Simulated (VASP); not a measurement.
Write the native input for VASP 6.6.1 that does the following.

```
Task                   : single point
Functional             : r2SCAN
Potentials or basis    : VASP PAW PBE potentials, release 64 (Al, Ga_d, N)
Cutoff                 : 520 eV
k mesh                 : 6 × 6 × 6
Occupations            : gaussian, width 0.05 eV
Spin                   : no spin polarisation
Dipole correction      : no
Further INCAR settings : ALGO = Normal; EDIFF = 1e-06; NBANDS = 31
```

Al3GaN4:

```
Al Ga N
1.0
     4.40124    0.00000    0.00000
     0.00000    4.40124    0.00000
     0.00000    0.00000    4.40124
Al Ga N
3 1 4
Direct
  0.49535 0.48050 0.06285
  0.59302 0.01856 0.50143
  0.99899 0.54305 0.48019
  0.01342 0.05717 0.04115
  0.75320 0.78328 0.26373
  0.67114 0.22919 0.70701
  0.13124 0.67465 0.72156
  0.34364 0.21358 0.22208
```

This cell differs from its parent crystal: atoms moved at random.

These files were run (other wordings do the same):

POSCAR

```
Al3GaN4
1.0
    4.4012372926      0.0000000000      0.0000000000
    0.0000000000      4.4012372926      0.0000000000
    0.0000000000      0.0000000000      4.4012372926
Al Ga N
3 1 4
Direct
    0.4953467472      0.4805032687      0.0628502487
    0.5930171045      0.0185636327      0.5014347211
   -0.0010054322      0.5430538853      0.4801946254
    0.0134158974      0.0571740073      0.0411502176
    0.7531993398      0.7832848045      0.2637265630
    0.6711447749      0.2291865512      0.7070060406
    0.1312367227      0.6746504476      0.7215602249
    0.3436448456      0.2135834026      0.2220773588
```

INCAR.step1

```
ALGO     = Normal         # electronic algorithm
EDIFF    = 1E-4           # SCF threshold, eV
ENCUT    = 520            # plane-wave cutoff, eV
GGA      = PE             # functional
ISMEAR   = 0              # smearing method
LASPH    = True           # aspherical terms in the spheres
LCHARG   = False          # write CHGCAR
LREAL    = False          # projectors in reciprocal space
LWAVE    = True           # write WAVECAR
NBANDS   = 31             # bands
NELM     = 80             # most SCF steps
PREC     = Accurate       # precision mode
SIGMA    = 0.05           # smearing width, eV
```

INCAR.step2

```
ALGO     = Normal         # electronic algorithm
EDIFF    = 1E-6           # SCF threshold, eV
ENCUT    = 520            # plane-wave cutoff, eV
ISIF     = 2              # what is computed and relaxed
ISMEAR   = 0              # smearing method
ISTART   = 1            
LASPH    = True           # aspherical terms in the spheres
LCHARG   = False          # write CHGCAR
LMIXTAU  = True         
LREAL    = False          # projectors in reciprocal space
LWAVE    = False          # write WAVECAR
METAGGA  = R2SCAN         # meta-GGA
NBANDS   = 31             # bands
NELM     = 80             # most SCF steps
PREC     = Accurate       # precision mode
SIGMA    = 0.05           # smearing width, eV
```

KPOINTS

```
k-points
0
Gamma
  6 6 6
```

Potentials or basis: VASP PAW PBE potentials, release 64 (Al, Ga_d, N).

Command:

```console
$ cat potpaw_PBE.64/Al/POTCAR potpaw_PBE.64/Ga_d/POTCAR potpaw_PBE.64/N/POTCAR > POTCAR
$ cp INCAR.step1 INCAR
$ mpirun -np 1 vasp_std > vasp.out
$ cp INCAR.step2 INCAR
$ mpirun -np 1 vasp_std > vasp.out
```

Results of the run:

The pressure is 66.2 GPa, the largest force is 33.577 eV/Å and the band gap on the k mesh is 1.27 eV (least direct gap 1.47 eV).

Caveat: the cell differs from its parent crystal (atoms moved at random); atoms lie so close that the PAW spheres overlap strongly, which falsifies energies and pressures; the cell stands under pressure; the PAW data sets were made with another functional, which shifts forces and pressure a little.

Wall time 38 min on 1 thread of AMD EPYC 7571, on a shared host, peak memory 0.36 GiB.
